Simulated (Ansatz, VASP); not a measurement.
## One calculation of Ti, two programs

File POSCAR:

```
Ti
1.0
    0.0000000000     -2.0551516167     -2.0551516167
   -2.0551516167      0.0000000000     -2.0551516167
    2.0551516167      2.0551516167     -4.1103032334
Ti
2
Direct
    0.4947325942      0.4947325942      0.5158022174
    0.0052674058      0.0052674058     -0.0158022174
```

Contents of INCAR.step1:

```
PREC = Accurate
ENCUT = 550
ISMEAR = 0
SIGMA = 0.15
LREAL = False
LASPH = True
NELM = 120
NBANDS = 19
GGA = PE
ALGO = Normal
EDIFF = 1E-5
LWAVE = True
LCHARG = False
GGA_COMPAT = False
```

INCAR.step2

```
PREC = Accurate
ENCUT = 550
EDIFF = 1E-6
ISMEAR = 0
SIGMA = 0.15
LREAL = False
LASPH = True
NELM = 120
ALGO = Normal
ISIF = 2
LWAVE = False
LCHARG = True
METAGGA = R2SCAN
LMIXTAU = True
LELF = True
LVHAR = True
NBANDS = 19
ISTART = 1
GGA_COMPAT = False
```

Contents of KPOINTS:

```
Automatic mesh
0
Gamma
  24 24 24
```

Input for Ansatz:

```yaml
crystal:
  lattice:
    - [0.0, -2.0551516167, -2.0551516167]
    - [-2.0551516167, 0.0, -2.0551516167]
    - [2.0551516167, 2.0551516167, -4.1103032334]
  atoms:
    - { symbol: Ti, position: [0.4947325942, 0.4947325942, 0.5158022174] }
    - { symbol: Ti, position: [0.0052674058, 0.0052674058, -0.0158022174] }
basis:
  ecutwfc: 500
kpoints:
  mp_grid: { grid: [24, 24, 24] }
hamiltonian:
  xc: r2scan
scf:
  occupations: { method: gaussian, width: 0.15 }
output:
  forces: true
  stress: true
  eigenvalues: true
```

Change from the starting cell: mode 6 (151.4 1/cm) frozen in, largest displacement +0.075 Å.

Alike in both runs: task single point; functional r2SCAN; k mesh 24 × 24 × 24; occupations gaussian, width 0.15 eV; no spin polarisation.

|  | VASP | Ansatz |
| --- | --- | --- |
| version | VASP 6.6.1 | Ansatz 0.2.0 |
| potentials or method | VASP PAW PBE potentials, release 64 (Ti_sv), cutoff 550 eV | scalar-relativistic, plane waves, PAW |
| valence electrons in the cell | 24 | 24 |

Ansatz gave:

```
gap on the k mesh at the Fermi level (eV)                     : none
pressure (GPa)                                                : 1.0
traceless stress, the component that is largest in VASP (GPa) : 0.26
rms of the force components (eV/Å)                            : 0.296
```

Task: Estimate VASP's values.

Result: gap on the k mesh at the Fermi level (eV): none; pressure (GPa): 1.4; traceless stress, the component that is largest in VASP (GPa): 0.27; rms of the force components (eV/Å): 0.306.

VASP's potentials were made for PBE, not for r2SCAN. Atom by atom the forces differ by 0.010 eV/Å (rms over components). A gap of «none» marks a metal or a gap that the smearing closes. The functional is the same, so the differences come from potentials, cutoffs and numerics.
